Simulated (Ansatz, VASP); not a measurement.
# One calculation of InAs, two programs

```
CELL_PARAMETERS angstrom
0.00000 2.73152 2.94716
2.73152 0.00000 2.94716
2.73152 2.73152 0.00000
ATOMIC_POSITIONS crystal
In 0.50000 0.50000 0.50000
As 0.00000 0.00000 0.00000
```

Change from the starting cell: strain -0.050 along x and y, +0.025 along z, atoms carried along.

Alike in both runs: task single point; functional PBE; k mesh 18 × 18 × 18; occupations gaussian, width 0.15 eV; no spin polarisation.

```csv
,VASP,Ansatz
version,VASP 6.6.1,Ansatz 0.2.0
potentials or method,"VASP PAW PBE potentials, release 64 (In_d, As), cutoff 520 eV","scalar-relativistic, plane waves, PAW"
valence electrons in the cell,18,28
```

|  | VASP | Ansatz | Ansatz less VASP |
| --- | --- | --- | --- |
| gap on the k mesh at the Fermi level (eV) | none | none | - |
| pressure (GPa) | 6.8 | 6.6 | -0.17 |
| traceless stress, the component that is largest in VASP (GPa) | -6.15 | -6.11 | +0.039 |

A gap of «none» marks a metal or a gap that the smearing closes. With one functional, cell and mesh, what is left measures potentials, basis and numerics. VASP's potentials hold 18 valence electrons a cell and Ansatz's 28, so a difference there can come from the potentials and not from the codes.
